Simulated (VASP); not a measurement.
Here is a VASP 6.6.1 calculation.

The input INCAR:

```
SYSTEM = C
  PREC = Accurate
  ENCUT = 520
  EDIFF = 1E-7
  ISMEAR = 0
  SIGMA = 0.1
  LREAL = .False.
  LASPH = .True.
  NELM = 80
  ALGO = Normal
  ISIF = 2
  LWAVE = .False.
  LCHARG = .False.
  LDIPOL = .True.
  IDIPOL = 3
  DIPOL = 0.5 0.5 0.500
  GGA = PE
  IVDW = 12
  NBANDS = 11
```

File KPOINTS:

```
regular mesh
0
Gamma
  21 21 1
  0 0 0
```

POSCAR

```
C
1.0
    2.5180000000      0.0000000000      0.0000000000
   -1.2590000000      2.1806519667      0.0000000000
    0.0000000000      0.0000000000     26.0024170307
C
2
Direct
    0.6666666667      0.3333333333      0.5054994888
    0.3333333333      0.6666666667      0.4945005112
```

Potentials or basis: VASP PAW PBE potentials, release 64 (C).

Launch:

```console
$ cat potpaw_PBE.64/C/POTCAR > POTCAR
$ mpirun -np 1 vasp_std > vasp.out
```

(1) Predict the largest force.

(2) What does it give for the band gap on the k mesh?

(3) Predict the dispersion energy per atom.

Results:

(1) 4.803 eV/Å.

(2) zero (filled and empty bands touch).

(3) -0.087 eV.
